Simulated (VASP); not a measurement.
# SrO (I4mm) in VASP: a series of runs

Runs on SrO. Level: LDA. Tasks: single point.

Everything below comes from runs of VASP 6.6.1. Logs are shortened: lines on timing, memory, paths and dates and some standing lists are left out, and cuts for length are marked.

### 1 The cell of the first run

Symmetry: I4mm, No. 107, tetragonal system. The conventional cell has a = 3.641 Å, b = 3.641 Å, c = 5.149 Å, α = 90.00°, β = 90.00°, γ = 90.00°. Within 3.3 Å of Sr (site symmetry 4mm) lie 6 O at 2.52 to 2.63 Å. Within 3.3 Å of O (site symmetry 4mm) lie 6 Sr at 2.52 to 2.63 Å.

### 2 Single point, LDA (atoms displaced along a vibrational mode, the cell strained)

Input file INCAR:

```
SYSTEM = SrO
ALGO = Normal
EDIFF = 1E-6
ENCUT = 520
GGA = CA
ISIF = 2
ISMEAR = 0
LASPH = .TRUE.
LCHARG = .TRUE.
LELF = .TRUE.
LREAL = .FALSE.
LVHAR = .TRUE.
LWAVE = .FALSE.
NBANDS = 24
NELM = 80
PREC = Accurate
SIGMA = 0.05
```

Input file KPOINTS:

```
k-points
0
G
  9 9 8
  0 0 0
```

Input file POSCAR:

```
SrO
1.0
    0.0000000000     -2.5744724926     -2.5744724925
   -2.5744724926      0.0000000000     -2.5744724925
    2.5744724926      2.5744724926     -5.1489449852
Sr O
2 2
Direct
   -0.0008166432     -0.0008166432     -0.0008166432
    0.4991833568      0.4991833568      0.4991833568
    0.7544724220      0.7544724220      0.7544724220
    0.2544724220      0.2544724220      0.2544724220
```

Potentials or basis: VASP PAW LDA potentials, release 64 (Sr_sv, O).

Started as:

```sh
> cat potpaw_LDA.64/Sr_sv/POTCAR potpaw_LDA.64/O/POTCAR > POTCAR
> mpirun -np 1 vasp_std > vasp.out
```

OUTCAR:

```text
SYSTEM = SrO
   EDIFF = 1E-6
   ENCUT = 520
   GGA = CA
   ISIF = 2
   ISMEAR = 0
   LASPH = .TRUE.
   LREAL = .FALSE.
   NELM = 80
   PREC = Accurate

 ion  position               nearest neighbor table
   1  0.999  0.999  0.999-   3 2.52   3 2.58   3 2.58   4 2.58   4 2.58   4 2.63   2 3.64   2 3.64
                             2 3.64   2 3.64   2 3.64   2 3.64
   2  0.499  0.499  0.499-   4 2.52   4 2.58   4 2.58   3 2.58   3 2.58   3 2.63   1 3.64   1 3.64
                             1 3.64   1 3.64   1 3.64   1 3.64
   3  0.754  0.754  0.754-   1 2.52   1 2.58   1 2.58   2 2.58   2 2.58   2 2.63
   4  0.254  0.254  0.254-   2 2.52   2 2.58   2 2.58   1 2.58   1 2.58   1 2.63

  LATTYP: Found a trigonal (rhomboedric) cell.
 ALAT       =     6.3061439637
 COS(alpha) =     0.8333333333

  Lattice vectors:

 A1 = (   2.5744724926,   5.1489449852,  -2.5744724927)
 A2 = (   5.1489449852,   2.5744724926,  -2.5744724927)
 A3 = (   2.5744724926,   2.5744724926,  -5.1489449852)

Analysis of symmetry for initial positions (statically):
=====================================================================
 Subroutine PRICEL returns following result:

  LATTYP: Found a face centered cubic cell.
 ALAT       =     5.1489449852

  Lattice vectors:

 A1 = (   0.0000000000,  -2.5744724926,   2.5744724926)
 A2 = (   2.5744724926,  -2.5744724926,  -0.0000000000)
 A3 = (   2.5744724926,   0.0000000000,   2.5744724925)

   2 primitive cells build up your supercell.

 Routine SETGRP: Setting up the symmetry group for a
 trigonal (rhombohedral) supercell.

 Subroutine GETGRP returns: Found  2 space group operations
 (whereof  2 operations were pure point group operations)
 out of a pool of 12 trial point group operations.

The static configuration has the point symmetry C_1h.

Analysis of symmetry for dynamics (positions and initial velocities):
=====================================================================
 Subroutine PRICEL returns following result:

  LATTYP: Found a face centered cubic cell.
 ALAT       =     5.1489449852

  Lattice vectors:

 A1 = (   0.0000000000,  -2.5744724926,   2.5744724926)
 A2 = (   2.5744724926,  -2.5744724926,  -0.0000000000)
 A3 = (   2.5744724926,   0.0000000000,   2.5744724925)

   2 primitive cells build up your supercell.

 Routine SETGRP: Setting up the symmetry group for a
 trigonal (rhombohedral) supercell.

 Subroutine GETGRP returns: Found  2 space group operations
 (whereof  2 operations were pure point group operations)
 out of a pool of 12 trial point group operations.

The dynamic configuration has the point symmetry C_1h.

 Subroutine INISYM returns: Found  2 space group operations
 (whereof  2 operations are pure point group operations),
 and found     2 'primitive' translations

----------------------------------------------------------------------------------------

                                     Primitive cell

  volume of cell :      34.1267

  direct lattice vectors                    reciprocal lattice vectors
     0.000000000 -2.574472493  2.574472493    -0.194214544 -0.194214544  0.194214544
     2.574472493 -2.574472493 -0.000000000     0.194214544 -0.194214544 -0.194214544
     2.574472493  0.000000000  2.574472492     0.194214544  0.194214544  0.194214544

  length of vectors
     3.640853915  3.640853915  3.640853915     0.336389457  0.336389457  0.336389457

  position of ions in fractional coordinates (direct lattice)
     0.001633286  0.998366714  0.001633286
     0.491055156  0.508944844  0.491055156

  ion indices of the primitive-cell ions
   primitive index   ion index
                 1           1
                 2           3

----------------------------------------------------------------------------------------

 KPOINTS: k-points

Automatic generation of k-mesh.
 Grid dimensions read from file:
 generate k-points for:    9    9    8

 Generating k-lattice:

  Cartesian coordinates                     Fractional coordinates (reciprocal lattice)
     0.010789697 -0.032369091 -0.010789697     0.111111111 -0.000000000  0.000000000
    -0.032369091  0.010789697 -0.010789697    -0.000000000  0.111111111  0.000000000
     0.012138409  0.012138409 -0.012138409     0.000000000  0.000000000  0.125000000

  Length of vectors
     0.035785376  0.035785376  0.021024341

  Shift w.r.t. Gamma in fractional coordinates (k-lattice)
     0.000000000  0.000000000  0.000000000

 -----------------------------------------------------------------------------
|                                                                             |
|           W    W    AA    RRRRR   N    N  II  N    N   GGGG   !!!           |
|           W    W   A  A   R    R  NN   N  II  NN   N  G    G  !!!           |
|           W    W  A    A  R    R  N N  N  II  N N  N  G       !!!           |
|           W WW W  AAAAAA  RRRRR   N  N N  II  N  N N  G  GGG   !            |
|           WW  WW  A    A  R   R   N   NN  II  N   NN  G    G                |
|           W    W  A    A  R    R  N    N  II  N    N   GGGG   !!!           |
|                                                                             |
|     Your reciprocal lattice and k-lattice belong to different lattice       |
|     classes:                                                                |
|                                                                             |
|        The reciprocal lattice is rhombohedral (trigonal),                   |
|        whereas your k-lattice is base-centered monoclinic.                  |
|                                                                             |
|     Results are often still useful ...                                      |
|                                                                             |
 -----------------------------------------------------------------------------

 WARNING: IBZKPT: internal override: KBLOWUP is changed to .FALSE.
      ... skipping the blow-up phase ...

 Subroutine IBZKPT returns following result:
 ===========================================

 Found    185 irreducible k-points:

 Following reciprocal coordinates:
            Coordinates               Weight
  0.000000  0.000000  0.000000      1.000000
  0.111111 -0.000000 -0.000000      4.000000
  0.222222 -0.000000  0.000000      4.000000
  0.333333  0.000000  0.000000      4.000000
  0.444444 -0.000000  0.000000      4.000000
  0.111111  0.111111  0.000000      2.000000
[... 16 lines left out ...]
 -0.333333  0.333333  0.000000      2.000000
  0.444444  0.444444  0.000000      2.000000
 [... further k-points ...]
   k-points           NKPTS =    185   k-points in BZ     NKDIM =    185   number of bands    NBANDS=     24
   number of dos      NEDOS =    301   number of ions     NIONS =      4
   total plane-waves  NPLWV =  37632
   dimension x,y,z NGX =    28 NGY =   28 NGZ =   48
   dimension x,y,z NGXF=    56 NGYF=   56 NGZF=   96
   ions per type =               2   2
   NGX,Y,Z   is equivalent  to a cutoff of  12.79, 12.79, 12.65 a.u.
   NGXF,Y,Z  is equivalent  to a cutoff of  25.57, 25.57, 25.31 a.u.
 SYSTEM =  SrO
   PREC   = accura    normal or accurate (medium, high low for compatibility)
   ISTART =      0    job   : 0-new  1-cont  2-samecut
   ICHARG =      2    charge: 1-file 2-atom 10-const
   ISPIN  =      1    spin polarized calculation?
   LNONCOLLINEAR =      F non collinear calculations
   LSORBIT =      F    spin-orbit coupling
   LASPH  =      T    aspherical Exc in radial PAW
   ENCUT  =  520.0 eV  38.22 Ry    6.18 a.u.   6.77  6.77 11.73*2*pi/ulx,y,z
   NELM   =     80;   NELMIN=  2; NELMDL= -5     # of ELM steps
   EDIFF  = 0.1E-05   stopping-criterion for ELM
   LREAL  =      F    real-space projection
   EDIFFG = 0.1E-04   stopping-criterion for IOM
   NSW    =      0    number of steps for IOM
   IBRION =     -1    ionic relax: 0-MD 1-quasi-New 2-CG
   NFREE  =      0    steps in history (QN), initial steepest desc. (CG)
   ISIF   =      2    stress and relaxation
   ISYM   =      2    0-nonsym 1-usesym 2-fastsym
   POTIM  = 0.5000    time-step for ionic-motion
   TEBEG  =    0.0;   TEEND  =   0.0 temperature during run
   PSTRESS=    0.0 pullay stress
   NELECT =      32.0000    total number of electrons
   NUPDOWN=      -1.0000    fix difference up-down
   EMIN   =  10.00;   EMAX   =-10.00  energy-range for DOS
   EFERMI =   0.00;   METHOD = LEGACY
   ISMEAR =     0;   SIGMA  =   0.05  broadening in eV -4-tet -1-fermi 0-gaus
   EFERMI_NEDOS =   21; number of points for ismear=-14 and -15
   IALGO  =     38    algorithm
   IMIX   =      4    mixing-type and parameters
     AMIX     =   0.40;   BMIX     =  1.00
     AMIX_MAG =   1.60;   BMIX_MAG =  1.00
  volume/ion in A,a.u.               =      17.06       115.15
  Fermi-wavevector in a.u.,A,eV,Ry     =   1.271793  2.403341 22.006859  1.617458
  Thomas-Fermi vector in A             =   2.404707
   LORBIT       =      0    0 simple, 1 ext, 2 COOP (PROOUT), +10 PAW based schemes
   GGA     = CA    functional components
   LHFCALC =     F    Hartree Fock is set to
   AEXX    =    0.0000 exact exchange contribution
   IVDW    =     0    specifies the selected vdW correction
   LEPSILON=     F    determine dielectric tensor
   LRPA    =     F    only Hartree local field effects (RPA)
 non-spin polarized calculation
 Gauss-broadening in eV      SIGMA  =   0.05
  energy-cutoff  :      520.00
  volume of cell :       68.25
 maximum number of plane-waves:      1857
   NGX = 13   NGY = 13   NGZ = 23

 number of electron      32.0000005 magnetization

 Free energy of the ion-electron system (eV)
  ---------------------------------------------------
  ext. energy  EPLUGINS =         0.00000000
  ---------------------------------------------------
  free energy    TOTEN  =       -26.73575298 eV

  energy without entropy =      -26.73575298  energy(sigma->0) =      -26.73575298

 E-fermi :   1.5163     XC(G=0): -10.5077

 val. band max:        1.3161859350   @ k =   0.0000   0.0000   0.0000
 cond. band min:       4.4935066534   @ k =  -0.4444  -0.4444   0.1250
 fundamental gap:      3.1773207184
 Fermi energy:         1.5162850550

 k-point     1 :       0.0000    0.0000    0.0000
  band No.  band energies     occupation
      1     -30.7727      2.00000
      2     -30.6300      2.00000
      3     -15.0617      2.00000
      4     -13.4428      2.00000
      5     -12.5895      2.00000
      6     -12.5885      2.00000
[... 637 lines left out ...]
     23      11.0945      0.00000
     24      11.5171      0.00000

 [... further k-points ...]

------------------------ aborting loop because EDIFF is reached ----------------------------------------

  FORCE on cell =-STRESS in cart. coord.  units (eV):
  Direction    XX          YY          ZZ          XY          YZ          ZX
  --------------------------------------------------------------------------------------
  -------------------------------------------------------------------------------------
  Total       -1.7038858     -1.7038858     -1.5631566     -0.0002342      0.0000678      0.0000678
  in kB      -39.9968988    -39.9968988    -36.6934312     -0.0054979      0.0015907      0.0015913
  external PRESSURE =     -38.8957429 kB  Pullay stress =       0.0000000 kB

 VOLUME and BASIS-vectors are now :
 -----------------------------------------------------------------------------
  energy-cutoff  :      520.00
  volume of cell :       68.25
      direct lattice vectors                 reciprocal lattice vectors
     0.000000000 -2.574472493 -2.574472492     0.097107272 -0.291321815 -0.097107272
    -2.574472493  0.000000000 -2.574472492    -0.291321815  0.097107272 -0.097107272
     2.574472493  2.574472493 -5.148944985     0.097107272  0.097107272 -0.097107272

 POSITION                                       TOTAL-FORCE (eV/Angst)
 -----------------------------------------------------------------------------------
      0.00000      0.00000    -10.28948        -0.000005     -0.000005     -0.104271
      0.00000      0.00000     -5.14054        -0.000005     -0.000005     -0.104271
      0.00000      0.00000     -7.76947         0.000005      0.000005      0.104271
      0.00000      0.00000     -2.62053         0.000005      0.000005      0.104271
 -----------------------------------------------------------------------------------
    total drift:                                0.000050      0.000050     -0.000163

  FREE ENERGIE OF THE ION-ELECTRON SYSTEM (eV)
  ---------------------------------------------------
  free  energy   TOTEN  =       -26.7357529799 eV

  energy  without entropy=      -26.7357529799  energy(sigma->0) =      -26.73575298
```

Run time: 4.8 min. Hardware: 1 thread of Intel Xeon Platinum 8375C at 2.90GHz (Ice Lake), shared host; peak memory 0.36 GiB.

What came out:

```yaml
Free_energy: -26.7358 eV
Pressure: -3.9 GPa
Largest_force: 0.104 eV/Å
Band_gap_on_the_k_mesh: 3.18 eV
```

Forces in eV/Å, atoms in the order of the input:
```
Sr   0.000  0.000 -0.104
Sr   0.000  0.000 -0.104
O    0.000  0.000  0.104
O    0.000  0.000  0.104
```

Caveat: the cell differs from its parent crystal (atoms displaced along a vibrational mode, the cell strained); the cell stands under tension; an odd mesh through Γ misses points on the zone boundary, where band edges can lie.

### 3 Single point, LDA (atoms displaced along a vibrational mode, the cell strained)

Input file INCAR:

```
PREC = Accurate
ENCUT = 520
EDIFF = 1E-6
ISMEAR = 0
SIGMA = 0.05
LREAL = False
LASPH = True
NELM = 60
ALGO = Normal
ISIF = 2
LWAVE = False
LCHARG = False
NBANDS = 24
```

Input file KPOINTS:

```
regular mesh
0
Gamma
  9 9 8
```

Input file POSCAR:

```
SrO
1.0
    0.0000000000     -2.5744724926     -2.5744724925
   -2.5744724926      0.0000000000     -2.5744724925
    2.5744724926      2.5744724926     -5.1489449852
Sr O
2 2
Direct
   -0.0016350892     -0.0016350892     -0.0016350892
    0.4983649108      0.4983649108      0.4983649108
    0.7589547170      0.7589547170      0.7589547170
    0.2589547170      0.2589547170      0.2589547170
```

Potentials or basis: VASP PAW LDA potentials, release 64 (Sr_sv, O).

Started as:

```sh
> cat potpaw_LDA.64/Sr_sv/POTCAR potpaw_LDA.64/O/POTCAR > POTCAR
> mpirun -np 1 vasp_std > vasp.out
```

OUTCAR:

```text
PREC = Accurate
   ENCUT = 520
   EDIFF = 1E-6
   ISMEAR = 0
   LREAL = False
   LASPH = True
   NELM = 60
   ISIF = 2

 ion  position               nearest neighbor table
   1  0.998  0.998  0.998-   3 2.47   3 2.58   3 2.58   4 2.58   4 2.58   4 2.68   2 3.64   2 3.64
                             2 3.64   2 3.64   2 3.64   2 3.64
   2  0.498  0.498  0.498-   4 2.47   4 2.58   4 2.58   3 2.58   3 2.58   3 2.68   1 3.64   1 3.64
                             1 3.64   1 3.64   1 3.64   1 3.64
   3  0.759  0.759  0.759-   1 2.47   1 2.58   1 2.58   2 2.58   2 2.58   2 2.68
   4  0.259  0.259  0.259-   2 2.47   2 2.58   2 2.58   1 2.58   1 2.58   1 2.68

  LATTYP: Found a trigonal (rhomboedric) cell.
 ALAT       =     6.3061439637
 COS(alpha) =     0.8333333333

  Lattice vectors:

 A1 = (   2.5744724926,   5.1489449852,  -2.5744724927)
 A2 = (   5.1489449852,   2.5744724926,  -2.5744724927)
 A3 = (   2.5744724926,   2.5744724926,  -5.1489449852)

Analysis of symmetry for initial positions (statically):
=====================================================================
 Subroutine PRICEL returns following result:

  LATTYP: Found a face centered cubic cell.
 ALAT       =     5.1489449852
[... 213 lines left out ...]
 cond. band min:       4.4940947377   @ k =  -0.4444  -0.4444   0.1250
 fundamental gap:      3.1989443658
 Fermi energy:         1.5175373346

 k-point     1 :       0.0000    0.0000    0.0000
  band No.  band energies     occupation
      1     -30.7673      2.00000
      2     -30.6241      2.00000
      3     -15.0722      2.00000
      4     -13.4758      2.00000
      5     -12.5884      2.00000
      6     -12.5841      2.00000
[... 637 lines left out ...]
     23      11.0535      0.00000
     24      11.5226      0.00000

 [... further k-points ...]

------------------------ aborting loop because EDIFF is reached ----------------------------------------

  FORCE on cell =-STRESS in cart. coord.  units (eV):
  Direction    XX          YY          ZZ          XY          YZ          ZX
  --------------------------------------------------------------------------------------
  -------------------------------------------------------------------------------------
  Total       -1.7464565     -1.7464565     -1.1809941      0.0000452      0.0000023      0.0000023
  in kB      -40.9961992    -40.9961992    -27.7225732      0.0010620      0.0000542      0.0000544
  external PRESSURE =     -36.5716572 kB  Pullay stress =       0.0000000 kB

 VOLUME and BASIS-vectors are now :
 -----------------------------------------------------------------------------
  energy-cutoff  :      520.00
  volume of cell :       68.25
      direct lattice vectors                 reciprocal lattice vectors
     0.000000000 -2.574472493 -2.574472492     0.097107272 -0.291321815 -0.097107272
    -2.574472493  0.000000000 -2.574472492    -0.291321815  0.097107272 -0.097107272
     2.574472493  2.574472493 -5.148944985     0.097107272  0.097107272 -0.097107272

 POSITION                                       TOTAL-FORCE (eV/Angst)
 -----------------------------------------------------------------------------------
      0.00000      0.00000    -10.28105         0.000017      0.000017     -0.226863
      0.00000      0.00000     -5.13211         0.000017      0.000017     -0.226863
      0.00000      0.00000     -7.81563        -0.000017     -0.000017      0.226863
      0.00000      0.00000     -2.66669        -0.000017     -0.000017      0.226863
 -----------------------------------------------------------------------------------
    total drift:                               -0.000021     -0.000021     -0.000098

  FREE ENERGIE OF THE ION-ELECTRON SYSTEM (eV)
  ---------------------------------------------------
  free  energy   TOTEN  =       -26.7178955433 eV

  energy  without entropy=      -26.7178955433  energy(sigma->0) =      -26.71789554
```

OSZICAR:

```text
N       E                     dE             d eps       ncg     rms          rms(c)
DAV:   1     0.177826498847E+03    0.17783E+03   -0.16860E+04  8880   0.130E+03
DAV:   2    -0.204979587791E+02   -0.19832E+03   -0.18556E+03 12112   0.289E+02
DAV:   3    -0.308090187676E+02   -0.10311E+02   -0.10239E+02 13840   0.597E+01
DAV:   4    -0.310977938373E+02   -0.28878E+00   -0.28867E+00 11872   0.795E+00
DAV:   5    -0.311006655465E+02   -0.28717E-02   -0.28716E-02 12512   0.866E-01    0.245E+01
DAV:   6    -0.270460658937E+02    0.40546E+01   -0.19876E+01 10936   0.243E+01    0.303E+01
DAV:   7    -0.268784977667E+02    0.16757E+00   -0.16112E+00 12088   0.680E+00    0.203E+01
DAV:   8    -0.267501467099E+02    0.12835E+00   -0.92166E-01  9712   0.588E+00    0.312E+00
DAV:   9    -0.267171076664E+02    0.33039E-01   -0.10404E-01 11944   0.212E+00    0.783E-01
DAV:  10    -0.267184711827E+02   -0.13635E-02   -0.90350E-03 10632   0.567E-01    0.307E-01
DAV:  11    -0.267178554280E+02    0.61575E-03   -0.26265E-03 13632   0.302E-01    0.764E-02
DAV:  12    -0.267179267851E+02   -0.71357E-04   -0.57143E-04 11976   0.120E-01    0.596E-02
DAV:  13    -0.267178953388E+02    0.31446E-04   -0.95551E-05 11056   0.593E-02    0.307E-02
DAV:  14    -0.267178955433E+02   -0.20456E-06   -0.96323E-06 11760   0.168E-02
   1 F= -.26717896E+02 E0= -.26717896E+02  d E =-.157109E-12
```

Wall time 5.6 min (1 thread of Intel Xeon Platinum 8375C at 2.90GHz (Ice Lake), shared host); peak memory 0.36 GiB.

Results:

```
Free energy            : -26.7179 eV
Pressure               : -3.7 GPa
Largest force          : 0.227 eV/Å
Band gap on the k mesh : 3.20 eV
```

Forces in eV/Å, atoms in the order of the input:
```
Sr   0.000  0.000 -0.227
Sr   0.000  0.000 -0.227
O    0.000  0.000  0.227
O    0.000  0.000  0.227
```

Levels at points of the mesh, in eV from the valence-band top:
```
           k point  band 13  band 14  band 15  band 16  band 17  band 18  band 19  band 20
(0.00, 0.00, 0.00)    -1.12    -0.01    -0.01     0.00     3.79     6.13     6.18     6.18
(0.00, 0.00, 0.50)    -0.62    -0.62    -0.60    -0.60     5.81     5.81     6.10     6.10
```

Caveat: the cell differs from its parent crystal (atoms displaced along a vibrational mode, the cell strained); the cell stands under tension; an odd mesh through Γ misses points on the zone boundary, where band edges can lie.
